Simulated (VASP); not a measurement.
Write the native input for VASP 6.6.1 that does the following.

| Property | Result |
| --- | --- |
| Task | single point |
| Functional | revPBE |
| Potentials or basis | VASP PAW PBE potentials, release 64 (B) |
| Cutoff | 520 eV |
| k mesh | 21 × 21 × 21 |
| Occupations | fermi-dirac, width 0.1 eV |
| Spin | no spin polarisation |
| Dipole correction | no |
| Further INCAR settings | ALGO = Normal; EDIFF = 1e-06; NBANDS = 8 |

The structure of B lies in POSCAR:

```
B
1.0
    0.0000000000      1.4197677004      1.4197677004
    1.4197677004      0.0000000000      1.4197677004
    1.4197677004      1.4197677004      0.0000000000
B
1
Direct
    0.0000000000      0.0000000000      0.0000000000
```

This cell differs from its parent crystal: volume scaled by 0.96.

One way to write it, as run:

INCAR

```
SYSTEM = B
PREC = Accurate
ENCUT = 520
EDIFF = 1E-6
ISMEAR = -1
SIGMA = 0.1
LREAL = .FALSE.
LASPH = .TRUE.
NELM = 100
ALGO = Normal
ISIF = 2
LWAVE = .FALSE.
LCHARG = .TRUE.
GGA = RE
LELF = .TRUE.
LVHAR = .TRUE.
NBANDS = 8
```

KPOINTS

```
Automatic mesh
0
G
  21 21 21
  0 0 0
```

Potentials or basis: VASP PAW PBE potentials, release 64 (B).

Run with:

```sh
$ cat potpaw_PBE.64/B/POTCAR > POTCAR
$ mpirun -np 1 vasp_std > vasp.out
```

It gave:

```json
{
 "Pressure": "11.6 GPa"
}
```

Caveat: the PAW data sets were made with another functional, which shifts forces and pressure a little.

Wall time 4.4 s on 1 thread of Intel Xeon 6975P-C, on a shared host, peak memory 0.12 GiB.
